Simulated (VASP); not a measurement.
B: single point with PBEsol

The system is B.

```
CELL_PARAMETERS angstrom
2.79700 1.61485 4.02520
-2.79700 1.61485 4.02520
0.00000 -3.22970 4.02520
ATOMIC_POSITIONS crystal
B 0.50000 0.50000 0.50000
B 0.80390 0.31610 0.80390
B 0.80390 0.80390 0.31610
B 0.31610 0.80390 0.80390
B 0.19610 0.68390 0.19610
B 0.68390 0.19610 0.19610
B 0.19610 0.19610 0.68390
B 0.00600 0.32950 0.00600
B 0.00600 0.00600 0.32950
B 0.32950 0.00600 0.00600
B 0.99400 0.67050 0.99400
B 0.67050 0.99400 0.99400
B 0.99400 0.99400 0.67050
B 0.61920 0.61920 0.61920
B 0.38080 0.38080 0.38080
```

```
Program                : VASP 6.6.1
Task                   : single point
Functional             : PBEsol
Potentials or basis    : VASP PAW PBE potentials, release 64 (B)
Cutoff                 : 520 eV
k mesh                 : 6 × 6 × 6
Occupations            : gaussian, width 0.1 eV
Spin                   : no spin polarisation
Dipole correction      : no
Further INCAR settings : LREAL = Auto; ALGO = Normal; EDIFF = 1e-06; NBANDS = 36
```

```
Pressure      : 19.3 GPa
Largest force : 5.160 eV/Å
```

Forces in eV/Å, atoms in the order of the input:
```
B    0.000  0.000  0.000
B    1.312 -0.758 -0.471
B    0.000  1.516 -0.471
B   -1.312 -0.758 -0.471
B   -1.312  0.758  0.471
B    1.312  0.758  0.471
B    0.000 -1.516  0.471
B   -0.173  0.100 -0.049
B    0.000 -0.200 -0.049
B    0.173  0.100 -0.049
B    0.173 -0.100  0.049
B   -0.173 -0.100  0.049
B    0.000  0.200  0.049
B    0.000  0.000  5.160
B    0.000  0.000 -5.160
```

Stress tensor (GPa, compression positive):
```
19.23  0.00  0.00
 0.00 19.23  0.00
 0.00  0.00 19.51
```

Levels at points of the mesh, in eV from the Fermi level:
```csv
k point,band 19,band 20,band 21,band 22,band 23,band 24,band 25,band 26
"(0.00, 0.00, 0.00)",-0.71,-0.10,-0.10,0.35,0.56,0.56,5.67,5.67
"(0.50, 0.00, 0.00)",-1.47,-1.18,-0.62,-0.39,-0.29,-0.01,3.43,4.08
"(0.50, 0.50, 0.00)",-1.79,-1.62,-0.76,-0.70,0.14,0.95,3.64,4.48
"(0.50, 0.50, 0.50)",-0.94,-0.48,-0.48,-0.44,-0.44,0.29,3.59,3.59
```

It took 2.8 min on 1 thread of Intel(R) Xeon(R) Platinum 8259CL CPU @ 2.50GHz (Skylake/Cascade Lake), on a shared host, peak memory 0.27 GiB.

Caveat: the PAW data sets were made with another functional, which shifts forces and pressure a little.
